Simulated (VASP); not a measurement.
# MgS (Niningerite) (P1) in VASP: further runs, part 4 of 4

VASP 6.6.1. The steps go on from the part before.

### 6 Single point, RPBE+D3(BJ)

This run uses another cell than the first one, of 17.79 Å³/atom, 1.005 times its volume.

The input, INCAR:

```
SYSTEM = MgS
ALGO     = Normal         ! electronic algorithm
EDIFF    = 1E-7           ! SCF threshold, eV
ENCUT    = 520            ! plane-wave cutoff, eV
GGA      = RP             ! functional
ISIF     = 2              ! what is computed and relaxed
ISMEAR   = 0              ! smearing method
IVDW     = 12             ! dispersion correction
LASPH    = .TRUE.         ! aspherical terms in the spheres
LCHARG   = .FALSE.        ! write CHGCAR
LREAL    = .FALSE.        ! projectors in reciprocal space
LWAVE    = .FALSE.        ! write WAVECAR
NBANDS   = 11             ! bands
NELM     = 80             ! most SCF steps
PREC     = Accurate       ! precision mode
SIGMA    = 0.01           ! smearing width, eV
```

The input, KPOINTS:

```
k-points
0
G
  4 4 4
  0 0 0
```

The input, POSCAR:

```
MgS
1.0
   -0.0049983028      2.6274445338      2.6694142511
    2.5317054986      0.0299798004      2.6344361478
    2.5758488265      2.6366097585     -0.0141635275
Mg S
1 1
Direct
    0.9883300000      0.0161000000      0.9963000000
    0.4992800000      0.4796700000      0.5177400000
```

Potentials or basis: VASP PAW PBE potentials, release 64 (Mg, S).

The run is started by

```sh
> cat potpaw_PBE.64/Mg/POTCAR potpaw_PBE.64/S/POTCAR > POTCAR
> mpirun -np 1 vasp_std > vasp.out
```

OUTCAR:

```text
SYSTEM = MgS
   EDIFF = 1E-7
   ENCUT = 520
   GGA = RP
   ISIF = 2
   ISMEAR = 0
   IVDW = 12
   LASPH = .TRUE.
   LREAL = .FALSE.
   NELM = 80
   PREC = Accurate
 IVDW          = 12

 ion  position               nearest neighbor table
   1  0.988  0.016  0.996-   2 2.52   2 2.53   2 2.59   2 2.59   2 2.70   2 2.73
   2  0.499  0.480  0.518-   1 2.52   1 2.53   1 2.59   1 2.59   1 2.70   1 2.73

  Warning from LATTYP: Got some problem with cell dimensions!
  Tried to take original basis but could not verify dimensions!
  LATTYP: Found a triclinic cell.
 ALAT       =     3.6538589651
 B/A-ratio  =     2.4411076777
 C/A-ratio  =     2.6984031654
 COS(alpha) =     0.0000472076
 COS(beta)  =     0.5762595780
 COS(gamma) =     0.8097619804

  Lattice vectors:

 A1 = (  -2.5317054986,  -0.0299798004,  -2.6344361478)
 A2 = (  -5.0242659721,   5.1741148911,  -5.2480577198)
 A3 = (  -2.5658522209,  -7.8914988261,  -5.3246649747)

Analysis of symmetry for initial positions (statically):
=====================================================================
 Subroutine PRICEL returns:
 Original cell was already a primitive cell.

 Routine SETGRP: Setting up the symmetry group for a
 triclinic supercell.

 Subroutine GETGRP returns: Found  1 space group operations
 (whereof  1 operations were pure point group operations)
 out of a pool of  2 trial point group operations.

The static configuration has the point symmetry C_1 .

Analysis of symmetry for dynamics (positions and initial velocities):
=====================================================================
 Subroutine PRICEL returns:
 Original cell was already a primitive cell.

 Routine SETGRP: Setting up the symmetry group for a
 triclinic supercell.

 Subroutine GETGRP returns: Found  1 space group operations
 (whereof  1 operations were pure point group operations)
 out of a pool of  2 trial point group operations.

The dynamic configuration has the point symmetry C_1 .

 Subroutine INISYM returns: Found  1 space group operations
 (whereof  1 operations are pure point group operations),
 and found     1 'primitive' translations

----------------------------------------------------------------------------------------

                                     Primitive cell

  volume of cell :      35.5711

  direct lattice vectors                    reciprocal lattice vectors
    -0.004998303  2.627444534  2.669414251    -0.195282517  0.191778613  0.185484980
     2.531705499  0.029979800  2.634436148     0.198909423 -0.193301470  0.190634744
     2.575848827  2.636609759 -0.014163528     0.192341971  0.190360924 -0.187007837

  length of vectors
     3.745565672  3.653858965  3.686042431     0.330634202  0.336559092  0.328944747

  position of ions in fractional coordinates (direct lattice)
     0.988330000  0.016100000  0.996300000
     0.499280000  0.479670000  0.517740000

  ion indices of the primitive-cell ions
   primitive index   ion index
                 1           1
                 2           2

----------------------------------------------------------------------------------------

 KPOINTS: k-points

Automatic generation of k-mesh.
 Grid dimensions read from file:
 generate k-points for:    4    4    4
[... 44 lines left out ...]
  0.250000 -0.250000  0.250000      2.000000
 [... further k-points ...]
   k-points           NKPTS =     36   k-points in BZ     NKDIM =     36   number of bands    NBANDS=     11
   number of dos      NEDOS =    301   number of ions     NIONS =      2
   total plane-waves  NPLWV =  21952
   dimension x,y,z NGX =    28 NGY =   28 NGZ =   28
   dimension x,y,z NGXF=    56 NGYF=   56 NGZF=   56
   ions per type =               1   1
   NGX,Y,Z   is equivalent  to a cutoff of  12.43, 12.74, 12.63 a.u.
   NGXF,Y,Z  is equivalent  to a cutoff of  24.86, 25.48, 25.26 a.u.
 SYSTEM =  MgS
   PREC   = accura    normal or accurate (medium, high low for compatibility)
   ISTART =      0    job   : 0-new  1-cont  2-samecut
   ICHARG =      2    charge: 1-file 2-atom 10-const
   ISPIN  =      1    spin polarized calculation?
   LNONCOLLINEAR =      F non collinear calculations
   LSORBIT =      F    spin-orbit coupling
   LASPH  =      T    aspherical Exc in radial PAW
   ENCUT  =  520.0 eV  38.22 Ry    6.18 a.u.   6.96  6.79  6.85*2*pi/ulx,y,z
   NELM   =     80;   NELMIN=  2; NELMDL= -5     # of ELM steps
   EDIFF  = 0.1E-06   stopping-criterion for ELM
   LREAL  =      F    real-space projection
   EDIFFG = 0.1E-05   stopping-criterion for IOM
   NSW    =      0    number of steps for IOM
   IBRION =     -1    ionic relax: 0-MD 1-quasi-New 2-CG
   NFREE  =      0    steps in history (QN), initial steepest desc. (CG)
   ISIF   =      2    stress and relaxation
   ISYM   =      2    0-nonsym 1-usesym 2-fastsym
   POTIM  = 0.5000    time-step for ionic-motion
   TEBEG  =    0.0;   TEEND  =   0.0 temperature during run
   PSTRESS=    0.0 pullay stress
   NELECT =       8.0000    total number of electrons
   NUPDOWN=      -1.0000    fix difference up-down
   EMIN   =  10.00;   EMAX   =-10.00  energy-range for DOS
   EFERMI =   0.00;   METHOD = LEGACY
   ISMEAR =     0;   SIGMA  =   0.01  broadening in eV -4-tet -1-fermi 0-gaus
   EFERMI_NEDOS =   21; number of points for ismear=-14 and -15
   IALGO  =     38    algorithm
   IMIX   =      4    mixing-type and parameters
     AMIX     =   0.40;   BMIX     =  1.00
     AMIX_MAG =   1.60;   BMIX_MAG =  1.00
  volume/ion in A,a.u.               =      17.79       120.02
  Fermi-wavevector in a.u.,A,eV,Ry     =   0.995572  1.881358 13.485594  0.991163
  Thomas-Fermi vector in A             =   2.127601
   LORBIT       =      0    0 simple, 1 ext, 2 COOP (PROOUT), +10 PAW based schemes
   GGA     = RP    functional components
   LHFCALC =     F    Hartree Fock is set to
   AEXX    =    0.0000 exact exchange contribution
   IVDW    =    12    specifies the selected vdW correction
   LEPSILON=     F    determine dielectric tensor
   LRPA    =     F    only Hartree local field effects (RPA)
 non-spin polarized calculation
 Gauss-broadening in eV      SIGMA  =   0.01
  energy-cutoff  :      520.00
  volume of cell :       35.57
 maximum number of plane-waves:       966
   NGX = 13   NGY = 13   NGZ = 13

 number of electron       8.0000000 magnetization

 Free energy of the ion-electron system (eV)
  ---------------------------------------------------
  ext. energy  EPLUGINS =         0.00000000
  ---------------------------------------------------
  free energy    TOTEN  =        -7.89526769 eV

  energy without entropy =       -7.89526769  energy(sigma->0) =       -7.89526769

 E-fermi :   4.0079     XC(G=0):  -9.4860

 val. band max:        3.8933777463   @ k =   0.0000   0.0000   0.0000
 cond. band min:       6.5327312195   @ k =  -0.0000   0.5000   0.5000
 fundamental gap:      2.6393534732
 Fermi energy:         4.0078612829

 k-point     1 :       0.0000    0.0000    0.0000
  band No.  band energies     occupation
      1      -8.8480      2.00000
      2       3.5987      2.00000
      3       3.7420      2.00000
      4       3.8934      2.00000
      5       7.5206      0.00000
      6      11.5016      0.00000
      7      11.6696      0.00000
      8      12.0902      0.00000
      9      13.8892      0.00000
     10      14.3451      0.00000
     11      16.2984      0.00000
[... 309 lines left out ...]
 k-point    24 :       0.2500   -0.2500    0.2500
  band No.  band energies     occupation
      1      -7.3889      2.00000
      2      -0.1558      2.00000
      3       1.5834      2.00000
      4       2.4711      2.00000
      5       8.1182      0.00000
      6      10.5753      0.00000
      7      12.5132      0.00000
      8      12.6803      0.00000
      9      16.5180      0.00000
     10      18.1938      0.00000
     11      19.3297      0.00000

 [... further k-points ...]

------------------------ aborting loop because EDIFF is reached ----------------------------------------

 Edisp (eV)   -2.80768

 E8    (eV) :    -1.6665

  FORCE on cell =-STRESS in cart. coord.  units (eV):
  Direction    XX          YY          ZZ          XY          YZ          ZX
  --------------------------------------------------------------------------------------
  -------------------------------------------------------------------------------------
  Total      -2.43017    -2.93802    -3.39518    -0.16210    -0.06297     0.20422
  in kB    -109.45869  -132.33330  -152.92444    -7.30116    -2.83633     9.19860
  external pressure =     -131.57 kB  Pullay stress =        0.00 kB

 VOLUME and BASIS-vectors are now :
 -----------------------------------------------------------------------------
  energy-cutoff  :      520.00
  volume of cell :       35.57
      direct lattice vectors                 reciprocal lattice vectors
    -0.004998303  2.627444534  2.669414251    -0.195282517  0.191778613  0.185484980
     2.531705499  0.029979800  2.634436148     0.198909423 -0.193301470  0.190634744
     2.575848827  2.636609759 -0.014163528     0.192341971  0.190360924 -0.187007837

 POSITION                                       TOTAL-FORCE (eV/Angst)
 -----------------------------------------------------------------------------------
      2.60214      5.22412      2.66657        -0.169895      0.267477     -0.147204
      2.54551      2.69129      2.58911         0.169895     -0.267477      0.147204
 -----------------------------------------------------------------------------------
    total drift:                               -0.000063     -0.000012     -0.000033

  FREE ENERGIE OF THE ION-ELECTRON SYSTEM (eV)
  ---------------------------------------------------
  free  energy   TOTEN  =       -10.7029462518 eV

  energy  without entropy=      -10.7029462518  energy(sigma->0) =      -10.70294625
```

Wall time 16 s (1 thread of AMD EPYC 7R43 (Zen 3), shared host); peak memory 0.14 GiB.

What came out:

```
Free energy                : -10.7029 eV
Pressure                   : -13.2 GPa
Largest force              : 0.349 eV/Å
Band gap on the k mesh     : 2.64 eV, indirect (least direct gap 3.63 eV)
Dispersion energy per atom : -1.404 eV
```

Forces on the atoms (eV/Å):
```
Mg  -0.170  0.267 -0.147
S    0.170 -0.267  0.147
```

Caveat: the k points lie up to 0.53 Å⁻¹ apart; the PAW data sets were made with another functional, which shifts forces and pressure a little.
